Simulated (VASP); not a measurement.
The system is MgS.

```xyz
2
Lattice="0.0000 2.5482 2.6339 2.5482 0.0000 2.6339 2.5482 2.5482 0.0000" Properties=species:S:1:pos:R:3 pbc="T T T"
Mg    0.0000    0.0000    0.0000
S     2.5482    2.5482    2.6339
```

This cell differs from its parent crystal: epitaxial xy strain -2.0%.

Base run:

- Program: VASP 6.6.1
- Functional: r2SCAN
- Potentials or basis: VASP PAW PBE potentials, release 64 (Mg, S)
- Cutoff: 520 eV
- k mesh: 8 × 8 × 8
- Occupations: gaussian, width 0.01 eV
- Spin: no spin polarisation

Its results: band gap on the k mesh 3.35 eV (least direct gap 4.78 eV); pressure 2.2 GPa.

Task: The run is repeated on the same cell with these changes: functional from r2SCAN to HSE06; k mesh from 8 × 8 × 8 to 6 × 6 × 6. What comes out?

Result: Band gap on the k mesh 3.67 eV (least direct gap 4.95 eV); pressure 1.9 GPa.

Several settings changed at once.

Caveats: the PAW data sets were made with another functional, which shifts forces and pressure a little.

A k mesh can miss the band edges.
